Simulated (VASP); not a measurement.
# Se (P3_121) in VASP: a series of runs, part 2 of 2

VASP 6.6.1. Earlier steps stand in the parts before.

## Step 3: Single point, PBE+D3(BJ) (volume 25.151 Å^3 an atom, c/a of the conventional cell 1.2605)

The input, INCAR:

```
ALGO = Normal
EDIFF = 1E-6
ENCUT = 520
GGA = PE
ISIF = 2
ISMEAR = 0
IVDW = 12
LASPH = True
LCHARG = False
LREAL = False
LWAVE = False
NBANDS = 16
NELM = 60
PREC = Accurate
SIGMA = 0.05
```

The input, KPOINTS:

```
k-points
0
Gamma
  12 12 8
```

The input, POSCAR:

```
Se
1.0
    4.1039849262      0.0000000000      0.0000000000
   -2.0519924631      3.5541552028      0.0000000000
    0.0000000000      0.0000000000      5.1729033758
Se
3
Direct
    0.2473450684      0.0000000000      0.3333333333
    0.0000000000      0.2473450684      0.6666666667
    0.7526549316      0.7526549316      0.0000000000
```

Potentials or basis: VASP PAW PBE potentials, release 64 (Se).

Launch:

```sh
$ cat potpaw_PBE.64/Se/POTCAR > POTCAR
$ mpirun -np 1 vasp_std > vasp.out
```

OUTCAR:

```text
EDIFF = 1E-6
   ENCUT = 520
   GGA = PE
   ISIF = 2
   ISMEAR = 0
   IVDW = 12
   LASPH = True
   LREAL = False
   NELM = 60
   PREC = Accurate
 IVDW          = 12

 ion  position               nearest neighbor table
   1  0.247  0.000  0.333-   3 2.46   2 2.46
   2  0.000  0.247  0.667-   3 2.46   1 2.46
   3  0.753  0.753  0.000-   2 2.46   1 2.46

  LATTYP: Found a hexagonal cell.
 ALAT       =     4.1039849262
 C/A-ratio  =     1.2604586685

  Lattice vectors:

 A1 = (   4.1039849262,   0.0000000000,   0.0000000000)
 A2 = (  -2.0519924631,   3.5541552028,   0.0000000000)
 A3 = (   0.0000000000,   0.0000000000,   5.1729033758)

Analysis of symmetry for initial positions (statically):
=====================================================================
 Subroutine PRICEL returns:
 Original cell was already a primitive cell.

 Routine SETGRP: Setting up the symmetry group for a
 hexagonal supercell.

 Subroutine GETGRP returns: Found  6 space group operations
 (whereof  2 operations were pure point group operations)
 out of a pool of 24 trial point group operations.

The static configuration has the point symmetry C_2 .
 The point group associated with its full space group is D_3 .

Analysis of symmetry for dynamics (positions and initial velocities):
=====================================================================
 Subroutine PRICEL returns:
 Original cell was already a primitive cell.

 Routine SETGRP: Setting up the symmetry group for a
 hexagonal supercell.

 Subroutine GETGRP returns: Found  6 space group operations
 (whereof  2 operations were pure point group operations)
 out of a pool of 24 trial point group operations.

The dynamic configuration has the point symmetry C_2 .
 The point group associated with its full space group is D_3 .

 Subroutine INISYM returns: Found  6 space group operations
 (whereof  2 operations are pure point group operations),
 and found     1 'primitive' translations

[... 115 lines left out ...]
     AMIX     =   0.40;   BMIX     =  1.00
     AMIX_MAG =   1.60;   BMIX_MAG =  1.00
  volume/ion in A,a.u.               =      25.15       169.73
  Fermi-wavevector in a.u.,A,eV,Ry     =   1.015329  1.918694 14.026153  1.030893
  Thomas-Fermi vector in A             =   2.148609
   LORBIT       =      0    0 simple, 1 ext, 2 COOP (PROOUT), +10 PAW based schemes
   GGA     = PE    functional components
   LHFCALC =     F    Hartree Fock is set to
   AEXX    =    0.0000 exact exchange contribution
   IVDW    =    12    specifies the selected vdW correction
   LEPSILON=     F    determine dielectric tensor
   LRPA    =     F    only Hartree local field effects (RPA)
 non-spin polarized calculation
 Gauss-broadening in eV      SIGMA  =   0.05
  energy-cutoff  :      520.00
  volume of cell :       75.45
 maximum number of plane-waves:      2065
 NGX is ok and might be reduce to    32
   NGX = 15   NGY = 15   NGZ = 19

 number of electron      17.9999999 magnetization

 Free energy of the ion-electron system (eV)
  ---------------------------------------------------
  ext. energy  EPLUGINS =         0.00000000
  ---------------------------------------------------
  free energy    TOTEN  =       -10.44427100 eV

  energy without entropy =      -10.44427100  energy(sigma->0) =      -10.44427100

 E-fermi :   3.5905     XC(G=0):  -9.3153

 val. band max:        3.3876737019   @ k =   0.4167   0.1667   0.5000
 cond. band min:       3.8871116414   @ k =   0.3333   0.3333   0.5000
 fundamental gap:      0.4994379395
 Fermi energy:         3.5905240547

 k-point     1 :       0.0000    0.0000    0.0000
  band No.  band energies     occupation
      1     -12.3412      2.00000
      2      -8.4473      2.00000
      3      -8.4473      2.00000
      4      -0.1272      2.00000
      5       0.0094      2.00000
      6       0.0094      2.00000
[... 433 lines left out ...]
      3      -7.7356      2.00000
      4      -1.0483      2.00000
      5      -0.8085      2.00000
      6       0.0706      2.00000
[... 8 lines left out ...]
     15      11.1576      0.00000
     16      11.9705      0.00000

 [... further k-points ...]

------------------------ aborting loop because EDIFF is reached ----------------------------------------

 Edisp (eV)   -1.03890

 E8    (eV) :    -0.4291

  FORCE on cell =-STRESS in cart. coord.  units (eV):
  Direction    XX          YY          ZZ          XY          YZ          ZX
  --------------------------------------------------------------------------------------
  -------------------------------------------------------------------------------------
  Total      -0.61264    -0.61264    -0.94645     0.00000     0.00000    -0.00000
  in kB     -13.00885   -13.00885   -20.09703     0.00000     0.00000    -0.00000
  external pressure =      -15.37 kB  Pullay stress =        0.00 kB

 VOLUME and BASIS-vectors are now :
 -----------------------------------------------------------------------------
  energy-cutoff  :      520.00
  volume of cell :       75.45
      direct lattice vectors                 reciprocal lattice vectors
     4.103984926  0.000000000  0.000000000     0.243665612  0.140680407  0.000000000
    -2.051992463  3.554155203  0.000000000     0.000000000  0.281360814  0.000000000
     0.000000000  0.000000000  5.172903376     0.000000000  0.000000000  0.193315036

 POSITION                                       TOTAL-FORCE (eV/Angst)
 -----------------------------------------------------------------------------------
      1.01510      0.00000      1.72430        -0.167809     -0.000000      0.000000
     -0.50755      0.87910      3.44860         0.083904     -0.145326     -0.000000
      1.54444      2.67505      0.00000         0.083904      0.145326     -0.000000
 -----------------------------------------------------------------------------------
    total drift:                               -0.000000     -0.000001      0.000000

  FREE ENERGIE OF THE ION-ELECTRON SYSTEM (eV)
  ---------------------------------------------------
  free  energy   TOTEN  =       -11.4831731426 eV

  energy  without entropy=      -11.4831731426  energy(sigma->0) =      -11.48317314
```

stdout:

```text
POSCAR found type information on POSCAR Se
 POSCAR found :  1 types and       3 ions
 scaLAPACK will be used
 LDA part: xc-table for (Slater+PW92), standard interpolation
 POSCAR, INCAR and KPOINTS ok, starting setup
 FFT: planning ... GRIDC
 FFT: planning ... GRID_SOFT
 FFT: planning ... GRID
 WAVECAR not read
 entering main loop
```

It took 2.2 min on 1 thread of Oxide Virtual Turin-like, shared host; peak memory 0.24 GiB.

What came out:

| Quantity | Value |
| --- | --- |
| Free energy | -11.4832 eV |
| Pressure | -1.5 GPa |
| Largest force | 0.168 eV/Å |
| Band gap on the k mesh | 0.50 eV, indirect (least direct gap 0.52 eV) |
| Dispersion energy per atom | -0.346 eV |

Forces on the atoms (eV/Å):
```
Se  -0.168  0.000  0.000
Se   0.084 -0.145  0.000
Se   0.084  0.145  0.000
```

Stress tensor (GPa, compression positive):
```
-1.30  0.00  0.00
 0.00 -1.30  0.00
 0.00  0.00 -2.01
```

## Step 4: Single point, PBE+D3(BJ) (volume 25.151 Å^3 an atom, c/a of the conventional cell 1.1631)

The input, INCAR:

```
SYSTEM = Se
PREC     = Accurate       ! precision mode
ENCUT    = 520            ! plane-wave cutoff, eV
EDIFF    = 1E-6           ! SCF threshold, eV
ISMEAR   = 0              ! smearing method
SIGMA    = 0.05           ! smearing width, eV
LREAL    = .False.        ! projectors in reciprocal space
LASPH    = .True.         ! aspherical terms in the spheres
NELM     = 100            ! most SCF steps
ALGO     = Normal         ! electronic algorithm
ISIF     = 2              ! what is computed and relaxed
LWAVE    = .False.        ! write WAVECAR
LCHARG   = .False.        ! write CHGCAR
GGA      = PE             ! functional
IVDW     = 12             ! dispersion correction
NBANDS   = 16             ! bands
```

The input, KPOINTS:

```
Automatic mesh
0
Gamma
  12 12 8
  0 0 0
```

The input, POSCAR:

```
Se
1.0
    4.2154402845      0.0000000000      0.0000000000
   -2.1077201422      3.6506783745      0.0000000000
    0.0000000000      0.0000000000      4.9029785949
Se
3
Direct
    0.2473450684      0.0000000000      0.3333333333
    0.0000000000      0.2473450684      0.6666666667
    0.7526549316      0.7526549316      0.0000000000
```

Launch:

```sh
$ cat potpaw_PBE.64/Se/POTCAR > POTCAR
$ mpirun -np 1 vasp_std > vasp.out
```

Run time: 2.7 min. Hardware: 1 thread of Oxide Virtual Turin-like, shared host; peak memory 0.24 GiB.

It converged, with:

```
Free energy                : -11.4590 eV
Pressure                   : -0.1 GPa
Largest force              : 0.125 eV/Å
Band gap on the k mesh     : 0.58 eV, indirect (least direct gap 1.12 eV)
Dispersion energy per atom : -0.346 eV
```

Forces on the atoms (eV/Å):
```
Se  -0.125  0.000  0.000
Se   0.063 -0.109  0.000
Se   0.063  0.109  0.000
```

Stress tensor (GPa, compression positive):
```
-0.89  0.00  0.00
 0.00 -0.89  0.00
 0.00  0.00  1.61
```

Levels at points of the mesh, in eV from the valence-band top:
```csv
k point,band 7,band 8,band 9,band 10,band 11,band 12
"(0.00, 0.00, 0.00)",-2.17,-2.17,-0.77,1.48,1.48,1.60
"(0.50, 0.00, 0.00)",-3.35,-1.62,-1.11,1.46,1.61,4.02
"(0.00, 0.00, 0.50)",-1.75,-1.75,-1.38,0.58,0.58,0.91
"(0.50, 0.00, 0.50)",-2.53,-1.88,0.00,1.65,2.59,2.62
```

 A k mesh can miss the band edges.

## Step 5: Single point, PBE+D3(BJ) (volume 25.804 Å^3 an atom, c/a of the conventional cell 1.3122)

INCAR, as its differences from that of step 4:

```diff
@@ -8,3 +8,3 @@
 LASPH    = .True.         ! aspherical terms in the spheres
-NELM     = 100            ! most SCF steps
+NELM     = 80             ! most SCF steps
 ALGO     = Normal         ! electronic algorithm
```

KPOINTS is that of step 4.

The input, POSCAR:

```
Se
1.0
    4.0840640168      0.0000000000      0.0000000000
   -2.0420320084      3.5369031893      0.0000000000
    0.0000000000      0.0000000000      5.3591088029
Se
3
Direct
    0.2473450684      0.0000000000      0.3333333333
    0.0000000000      0.2473450684      0.6666666667
    0.7526549316      0.7526549316      0.0000000000
```

Potentials or basis: VASP PAW PBE potentials, release 64 (Se).

Launch:

```sh
$ cat potpaw_PBE.64/Se/POTCAR > POTCAR
$ mpirun -np 1 vasp_std > vasp.out
```

OUTCAR:

```text
SYSTEM = Se
   PREC = Accurate
   ENCUT = 520
   EDIFF = 1E-6
   ISMEAR = 0
   LREAL = .False.
   LASPH = .True.
   NELM = 80
   ISIF = 2
   GGA = PE
   IVDW = 12
 IVDW          = 12

 ion  position               nearest neighbor table
   1  0.247  0.000  0.333-   3 2.50   2 2.50
   2  0.000  0.247  0.667-   3 2.50   1 2.50
   3  0.753  0.753  0.000-   1 2.50   2 2.50

  LATTYP: Found a hexagonal cell.
 ALAT       =     4.0840640168
 C/A-ratio  =     1.3122000000

  Lattice vectors:

 A1 = (   4.0840640168,   0.0000000000,   0.0000000000)
[... 647 lines left out ...]

 Edisp (eV)   -1.01148

 E8    (eV) :    -0.4178

  FORCE on cell =-STRESS in cart. coord.  units (eV):
  Direction    XX          YY          ZZ          XY          YZ          ZX
  --------------------------------------------------------------------------------------
  -------------------------------------------------------------------------------------
  Total      -1.25013    -1.25013    -2.83204     0.00000     0.00000     0.00000
  in kB     -25.87368   -25.87368   -58.61399     0.00000     0.00000     0.00000
  external pressure =      -36.79 kB  Pullay stress =        0.00 kB

 VOLUME and BASIS-vectors are now :
 -----------------------------------------------------------------------------
  energy-cutoff  :      520.00
  volume of cell :       77.41
      direct lattice vectors                 reciprocal lattice vectors
     4.084064017  0.000000000  0.000000000     0.244854144  0.141366606  0.000000000
    -2.042032008  3.536903189  0.000000000     0.000000000  0.282733212  0.000000000
     0.000000000  0.000000000  5.359108803     0.000000000  0.000000000  0.186598190

 POSITION                                       TOTAL-FORCE (eV/Angst)
 -----------------------------------------------------------------------------------
      1.01017      0.00000      1.78637        -0.340178     -0.000000     -0.000000
     -0.50509      0.87484      3.57274         0.170089     -0.294603      0.000000
      1.53695      2.66207      0.00000         0.170089      0.294603      0.000000
 -----------------------------------------------------------------------------------
    total drift:                                0.000000      0.000001     -0.000000

  FREE ENERGIE OF THE ION-ELECTRON SYSTEM (eV)
  ---------------------------------------------------
  free  energy   TOTEN  =       -11.4254008283 eV

  energy  without entropy=      -11.4254004257  energy(sigma->0) =      -11.42540063
```

Run time: 1.9 min. Hardware: 1 thread of Oxide Virtual Turin-like, shared host; peak memory 0.24 GiB.

What came out:

| Item | Value |
| --- | --- |
| Free energy | -11.4254 eV |
| Pressure | -3.7 GPa |
| Largest force | 0.340 eV/Å |
| Band gap on the k mesh | 0.24 eV, direct |
| Dispersion energy per atom | -0.337 eV |

Forces on the atoms (eV/Å):
```
Se  -0.340  0.000  0.000
Se   0.170 -0.295  0.000
Se   0.170  0.295  0.000
```

## Step 6: Overview

| cell | gap on the mesh (eV) | pressure (GPa) | largest force (eV/Å) |
| --- | --- | --- | --- |
| a = 4.272, b = 4.272, c = 4.773 Å, angles 90.0, 90.0, 120.0°, 3 atoms | 0.39 | 0.6 | 0.09 |
| a = 4.104, b = 4.104, c = 5.173 Å, angles 90.0, 90.0, 120.0°, 3 atoms | 0.50 | -1.5 | 0.17 |
| a = 4.215, b = 4.215, c = 4.903 Å, angles 90.0, 90.0, 120.0°, 3 atoms | 0.58 | -0.1 | 0.13 |
| a = 4.084, b = 4.084, c = 5.359 Å, angles 90.0, 90.0, 120.0°, 3 atoms | 0.24 | -3.7 | 0.34 |

Alike in all rows: task single point; level PBE+D3(BJ); potentials or basis VASP PAW PBE potentials, release 64 (Se); no spin polarisation; k mesh 12 × 12 × 8; cutoff (eV) 520; smearing gaussian 0.05 eV.

Total energies depend on the potentials used, so only differences within one code and one set of settings carry meaning.
